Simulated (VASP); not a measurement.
A run of VASP 6.6.1:

Contents of INCAR:

```
PREC = Accurate
ENCUT = 600
EDIFF = 1E-7
ISMEAR = 0
SIGMA = 0.1
LREAL = False
LASPH = True
NELM = 100
ALGO = Normal
ISIF = 3
LWAVE = False
LCHARG = False
GGA = PE
IBRION = 2
NSW = 90
EDIFFG = -0.04
```

The input KPOINTS:

```
regular mesh
0
Gamma
  6 6 6
```

File POSCAR:

```
Li3ZrN2
1.0
    5.1401713800      0.0000000000      0.0000000000
   -2.5700856900      4.4515190000      0.0000000000
    0.0000000000      0.0000000000      2.9445260000
Li Zr N
3 1 2
Direct
    0.5000000000      0.0000000000      0.5000000000
    0.5000000000      0.5000000000      0.5000000000
    0.0000000000      0.5000000000      0.5000000000
    0.0000000000      0.0000000000      0.0000000000
    0.3333333300      0.6666666700      0.0000000000
    0.6666666700      0.3333333300      0.0000000000
```

Potentials or basis: VASP PAW PBE potentials, release 64 (Li_sv, Zr_sv, N).

Launch:

```bash
$ cat potpaw_PBE.64/Li_sv/POTCAR potpaw_PBE.64/Zr_sv/POTCAR potpaw_PBE.64/N/POTCAR > POTCAR
$ mpirun -np 1 vasp_std > vasp.out
```

Hardware: 1 thread of Oxide Virtual Turin-like Processor, on a shared host.

Problem. Estimate the wall time of this run.

Solution. Run time: 9.3 min on 1 thread of Oxide Virtual Turin-like Processor, on a shared host, peak memory 0.21 GiB. Counts: scf iterations 122, k points 28, ion steps 10.
